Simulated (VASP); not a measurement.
# PbF2 (Pnma) in VASP: electric field gradients with r2SCAN

Aim: the electric field gradients of PbF2 with r2SCAN.

Program: VASP 6.6.1. These are calculated values, not measurements. Logs are shortened: lines on timing, memory, paths and dates and some standing lists are left out, and cuts for length are marked.

## (1) The cell of the first run

Symmetry: Pnma, No. 62, orthorhombic system. Conventional cell: a = 6.427 Å, b = 3.891 Å, c = 7.636 Å, α = 90.00°, β = 90.00°, γ = 90.00°. Within 3.2 Å of Pb (site symmetry m) lie 9 F at 2.45 to 3.04 Å. Within 3.3 Å of F (site symmetry m) lie 4 Pb at 2.46 to 2.58 Å and 8 F at 2.85 to 3.21 Å. Within 3.3 Å of F (site symmetry m) lie 5 Pb at 2.45 to 3.04 Å and 8 F at 2.97 to 3.21 Å.

## (2) Electric field gradients, r2SCAN

The input, POSCAR:

```
PbF2
1.0
    6.4268900000      0.0000000000      0.0000000000
    0.0000000000      3.8909800000      0.0000000000
    0.0000000000      0.0000000000      7.6357400000
Pb F
4 8
Direct
    0.7447269536      0.7500000000      0.1063009739
    0.2552730464      0.2500000000      0.8936990261
    0.7552730464      0.2500000000      0.6063009739
    0.2447269536      0.7500000000      0.3936990261
    0.1409329369      0.7500000000      0.0667373458
    0.8590670631      0.2500000000      0.9332626542
    0.3590670631      0.2500000000      0.5667373458
    0.6409329369      0.7500000000      0.4332626542
    0.5259929492      0.7500000000      0.8429591954
    0.4740070508      0.2500000000      0.1570408046
    0.9740070508      0.2500000000      0.3429591954
    0.0259929492      0.7500000000      0.6570408046
```

The input, INCAR.step1:

```
SYSTEM = PbF2
  ALGO = Normal
  EDIFF = 1E-4
  ENCUT = 520
  GGA = PE
  ISMEAR = -1
  LASPH = .True.
  LCHARG = .False.
  LREAL = .False.
  LWAVE = .True.
  NBANDS = 68
  NELM = 100
  PREC = Accurate
  SIGMA = 0.02
```

The input, INCAR.step2:

```
SYSTEM = PbF2
  ALGO = Normal
  EDIFF = 1E-8
  ENCUT = 520
  ISIF = 2
  ISMEAR = -1
  ISTART = 1
  LASPH = .True.
  LCHARG = .False.
  LEFG = .True.
  LMIXTAU = .True.
  LREAL = .False.
  LWAVE = .False.
  METAGGA = R2SCAN
  NBANDS = 68
  NELM = 100
  PREC = Accurate
  SIGMA = 0.02
```

The input, KPOINTS:

```
k-points
0
Gamma
  4 6 3
  0 0 0
```

Potentials or basis: VASP PAW PBE potentials, release 64 (Pb_d, F).

Command:

```bash
$ cat potpaw_PBE.64/Pb_d/POTCAR potpaw_PBE.64/F/POTCAR > POTCAR
$ cp INCAR.step1 INCAR
$ mpirun -np 1 vasp_std > vasp.out
$ cp INCAR.step2 INCAR
$ mpirun -np 1 vasp_std > vasp.out
```

OUTCAR:

```text
SYSTEM = PbF2
   EDIFF = 1E-8
   ENCUT = 520
   ISIF = 2
   ISMEAR = -1
   ISTART = 1
   LASPH = .True.
   LREAL = .False.
   METAGGA = R2SCAN
   NELM = 100
   PREC = Accurate

 ion  position               nearest neighbor table
   1  0.745  0.750  0.106-   9 2.45   6 2.46   6 2.46   5 2.56   8 2.58  10 2.64  10 2.64   4 3.89
                             4 3.89   2 4.04   2 4.04
   2  0.255  0.250  0.894-  10 2.45   5 2.46   5 2.46   6 2.56   7 2.58   9 2.64   9 2.64   3 3.89
                             3 3.89   1 4.04   1 4.04
   3  0.755  0.250  0.606-  11 2.45   8 2.46   8 2.46   7 2.56   6 2.58  12 2.64  12 2.64   2 3.89
                             2 3.89   4 4.04   4 4.04
   4  0.245  0.750  0.394-  12 2.45   7 2.46   7 2.46   8 2.56   5 2.58  11 2.64  11 2.64   1 3.89
                             1 3.89   3 4.04   3 4.04
   5  0.141  0.750  0.067-   2 2.46   2 2.46   1 2.56   4 2.58
   6  0.859  0.250  0.933-   1 2.46   1 2.46   2 2.56   3 2.58
   7  0.359  0.250  0.567-   4 2.46   4 2.46   3 2.56   2 2.58
   8  0.641  0.750  0.433-   3 2.46   3 2.46   4 2.56   1 2.58
   9  0.526  0.750  0.843-   1 2.45   2 2.64   2 2.64
  10  0.474  0.250  0.157-   2 2.45   1 2.64   1 2.64
  11  0.974  0.250  0.343-   3 2.45   4 2.64   4 2.64
  12  0.026  0.750  0.657-   4 2.45   3 2.64   3 2.64

  LATTYP: Found a simple orthorhombic cell.
 ALAT       =     3.8909800000
 B/A-ratio  =     1.6517406926
 C/A-ratio  =     1.9624207783

  Lattice vectors:

 A1 = (   0.0000000000,  -3.8909800000,   0.0000000000)
 A2 = (   6.4268900000,   0.0000000000,   0.0000000000)
 A3 = (   0.0000000000,   0.0000000000,   7.6357400000)

Analysis of symmetry for initial positions (statically):
=====================================================================
 Subroutine PRICEL returns:
 Original cell was already a primitive cell.

 Routine SETGRP: Setting up the symmetry group for a
 simple orthorhombic supercell.

 Subroutine GETGRP returns: Found  8 space group operations
 (whereof  2 operations were pure point group operations)
 out of a pool of  8 trial point group operations.

The static configuration has the point symmetry S_2 .
 The point group associated with its full space group is D_2h.

Analysis of symmetry for dynamics (positions and initial velocities):
=====================================================================
 Subroutine PRICEL returns:
 Original cell was already a primitive cell.

 Routine SETGRP: Setting up the symmetry group for a
 simple orthorhombic supercell.

 Subroutine GETGRP returns: Found  8 space group operations
 (whereof  2 operations were pure point group operations)
 out of a pool of  8 trial point group operations.

The dynamic configuration has the point symmetry S_2 .
 The point group associated with its full space group is D_2h.

 Subroutine INISYM returns: Found  8 space group operations
 (whereof  2 operations are pure point group operations),
 and found     1 'primitive' translations

----------------------------------------------------------------------------------------

                                     Primitive cell

  volume of cell :     190.9462

  direct lattice vectors                    reciprocal lattice vectors
     6.426890000  0.000000000  0.000000000     0.155596253  0.000000000  0.000000000
     0.000000000  3.890980000  0.000000000     0.000000000  0.257004662  0.000000000
     0.000000000  0.000000000  7.635740000     0.000000000  0.000000000  0.130963076

  length of vectors
     6.426890000  3.890980000  7.635740000     0.155596253  0.257004662  0.130963076

  position of ions in fractional coordinates (direct lattice)
     0.744726954  0.750000000  0.106300974
     0.255273046  0.250000000  0.893699026
     0.755273046  0.250000000  0.606300974
     0.244726954  0.750000000  0.393699026
     0.140932937  0.750000000  0.066737346
     0.859067063  0.250000000  0.933262654
     0.359067063  0.250000000  0.566737346
[... 114 lines left out ...]
  Thomas-Fermi vector in A             =   2.496180
   LORBIT       =      0    0 simple, 1 ext, 2 COOP (PROOUT), +10 PAW based schemes
   METAGGA = R2SCAN    functional components
   LHFCALC =     F    Hartree Fock is set to
   AEXX    =    0.0000 exact exchange contribution
   IVDW    =     0    specifies the selected vdW correction
   LEPSILON=     F    determine dielectric tensor
   LRPA    =     F    only Hartree local field effects (RPA)
 non-spin polarized calculation
  energy-cutoff  :      520.00
  volume of cell :      190.95
 maximum number of plane-waves:      5166
 NGX is ok and might be reduce to    48
   NGX = 23   NGY = 15   NGZ = 29

 number of electron     112.0000067 magnetization

 Free energy of the ion-electron system (eV)
  ---------------------------------------------------
  ext. energy  EPLUGINS =         0.00000000
  ---------------------------------------------------
  free energy    TOTEN  =      -280.61702499 eV

  energy without entropy =     -280.61702499  energy(sigma->0) =     -280.61702499

 E-fermi :   2.7873     XC(G=0): -10.6211

 val. band max:        2.3229422362   @ k =   0.0000   0.3333   0.0000
 cond. band min:       7.0646317910   @ k =   0.0000   0.0000   0.0000
 fundamental gap:      4.7416895548
 Fermi energy:         2.7872781765

 k-point     1 :       0.0000    0.0000    0.0000
  band No.  band energies     occupation
      1     -20.3648      2.00000
      2     -20.2521      2.00000
      3     -20.0367      2.00000
      4     -20.0260      2.00000
      5     -19.7132      2.00000
      6     -19.6835      2.00000
[... 1693 lines left out ...]
     67      10.6459      0.00000
     68      10.6459      0.00000

------------------------ aborting loop because EDIFF is reached ----------------------------------------

  FORCE on cell =-STRESS in cart. coord.  units (eV):
  Direction    XX          YY          ZZ          XY          YZ          ZX
  --------------------------------------------------------------------------------------
  -------------------------------------------------------------------------------------
  Total       -0.6108867     -0.6492440     -0.2628222     -0.0000000      0.0000000      0.0000000
  in kB       -5.1257835     -5.4476287     -2.2052689     -0.0000000      0.0000000      0.0000000
  external PRESSURE =      -4.2595604 kB  Pullay stress =       0.0000000 kB

 VOLUME and BASIS-vectors are now :
 -----------------------------------------------------------------------------
  energy-cutoff  :      520.00
  volume of cell :      190.95
      direct lattice vectors                 reciprocal lattice vectors
     6.426890000  0.000000000  0.000000000     0.155596253  0.000000000  0.000000000
     0.000000000  3.890980000  0.000000000     0.000000000  0.257004662  0.000000000
     0.000000000  0.000000000  7.635740000     0.000000000  0.000000000  0.130963076

 POSITION                                       TOTAL-FORCE (eV/Angst)
 -----------------------------------------------------------------------------------
      4.78628      2.91824      0.81169         0.019665      0.000000     -0.046751
      1.64061      0.97274      6.82405        -0.019665      0.000000      0.046751
      4.85406      0.97274      4.62956        -0.019665     -0.000000     -0.046751
      1.57283      2.91824      3.00618         0.019665      0.000000      0.046751
      0.90576      2.91824      0.50959        -0.000057     -0.000000     -0.043073
      5.52113      0.97274      7.12615         0.000057     -0.000000      0.043073
      2.30768      0.97274      4.32746         0.000057     -0.000000     -0.043073
      4.11921      2.91824      3.30828        -0.000057     -0.000000      0.043073
      3.38050      2.91824      6.43662         0.008285     -0.000000      0.047552
      3.04639      0.97274      1.19912        -0.008285     -0.000000     -0.047552
      6.25984      0.97274      2.61875        -0.008285     -0.000000      0.047552
      0.16705      2.91824      5.01699         0.008285      0.000000     -0.047552
 -----------------------------------------------------------------------------------
    total drift:                                0.000000      0.000000     -0.000000

  FREE ENERGIE OF THE ION-ELECTRON SYSTEM (eV)
  ---------------------------------------------------
  free  energy   TOTEN  =      -280.6170249923 eV

  energy  without entropy=     -280.6170249923  energy(sigma->0) =     -280.61702499

 Electric field gradients (V/A^2)
---------------------------------------------------------------------
 ion       V_xx      V_yy      V_zz      V_xy      V_xz      V_yz
---------------------------------------------------------------------
   1      26.521     8.289   -34.811     0.000    -0.476     0.000
   2      26.521     8.289   -34.811    -0.000    -0.476    -0.000
   3      26.521     8.289   -34.811    -0.000     0.476    -0.000
   4      26.521     8.289   -34.811     0.000     0.476     0.000
   5      -7.925     4.668     3.257    -0.000   -14.714    -0.000
   6      -7.925     4.668     3.257    -0.000   -14.714     0.000
   7      -7.925     4.668     3.257    -0.000    14.714     0.000
   8      -7.925     4.668     3.257     0.000    14.714     0.000
   9       2.915    -0.527    -2.388    -0.000     8.077    -0.000
  10       2.915    -0.527    -2.388     0.000     8.077     0.000
  11       2.915    -0.527    -2.388     0.000    -8.077    -0.000
  12       2.915    -0.527    -2.388    -0.000    -8.077    -0.000
---------------------------------------------------------------------

 Electric field gradients after diagonalization (V/A^2)
 (convention: |V_zz| > |V_xx| > |V_yy|)
----------------------------------------------------------------------
 ion       V_xx      V_yy      V_zz     asymmetry (V_yy - V_xx)/ V_zz
----------------------------------------------------------------------
   1      26.525     8.289   -34.814       0.524
   2      26.525     8.289   -34.814       0.524
   3      26.525     8.289   -34.814       0.524
   4      26.525     8.289   -34.814       0.524
   5      13.407     4.668   -18.075       0.483
   6      13.407     4.668   -18.075       0.483
   7      13.407     4.668   -18.075       0.483
   8      13.407     4.668   -18.075       0.483
   9      -8.237    -0.527     8.764       0.880
  10      -8.237    -0.527     8.764       0.880
  11      -8.237    -0.527     8.764       0.880
  12      -8.237    -0.527     8.764       0.880
----------------------------------------------------------------------

           NMR quadrupolar parameters

 Cq : quadrupolar parameter    Cq=e*Q*V_zz/h
 eta: asymmetry parameters     (V_yy - V_xx)/ V_zz
 Q  : nuclear electric quadrupole moment in mb (millibarn)
----------------------------------------------------------------------
 ion       Cq(MHz)       eta       Q (mb)
----------------------------------------------------------------------
   1      -0.084       0.524       1.000
   2      -0.084       0.524       1.000
   3      -0.084       0.524       1.000
   4      -0.084       0.524       1.000
   5      -0.044       0.483       1.000
   6      -0.044       0.483       1.000
   7      -0.044       0.483       1.000
   8      -0.044       0.483       1.000
   9       0.021       0.880       1.000
  10       0.021       0.880       1.000
  11       0.021       0.880       1.000
  12       0.021       0.880       1.000
----------------------------------------------------------------------
```

Run time: 12 min. Hardware: 1 thread of Intel Xeon 6975P-C (Granite Rapids), shared host; peak memory 0.45 GiB.

What came out:

- Free energy: -280.6170 eV
- Pressure: -0.4 GPa
- Largest force: 0.051 eV/Å
- Band gap on the k mesh: 4.74 eV (least direct gap 5.01 eV)
- Largest electric field gradient by atom: Pb -34.8; F -18.1, +8.8 (each value once) V/Å²

Forces in eV/Å, atoms in the order of the input:
```
Pb   0.020  0.000 -0.047
Pb  -0.020  0.000  0.047
Pb  -0.020  0.000 -0.047
Pb   0.020  0.000  0.047
F    0.000  0.000 -0.043
F    0.000  0.000  0.043
F    0.000  0.000 -0.043
F    0.000  0.000  0.043
F    0.008  0.000  0.048
F   -0.008  0.000 -0.048
F   -0.008  0.000  0.048
F    0.008  0.000 -0.048
```

Electric field gradients, principal values (V/Å²):
```csv
atom,least,middle,greatest (by size)
1 Pb,8.289,26.525,-34.814
2 Pb,8.289,26.525,-34.814
3 Pb,8.289,26.525,-34.814
4 Pb,8.289,26.525,-34.814
5 F,4.668,13.407,-18.075
6 F,4.668,13.407,-18.075
7 F,4.668,13.407,-18.075
8 F,4.668,13.407,-18.075
9 F,-0.527,-8.237,8.764
10 F,-0.527,-8.237,8.764
11 F,-0.527,-8.237,8.764
12 F,-0.527,-8.237,8.764
```

Caveat: without QUAD_EFG the Cq values of the log hold for a quadrupole moment of 1 mb, not for the nuclei; the PAW data sets were made with another functional, which shifts forces and pressure a little; spin-orbit coupling is left out, which moves the levels of the heavy elements. A k mesh can miss the band edges.
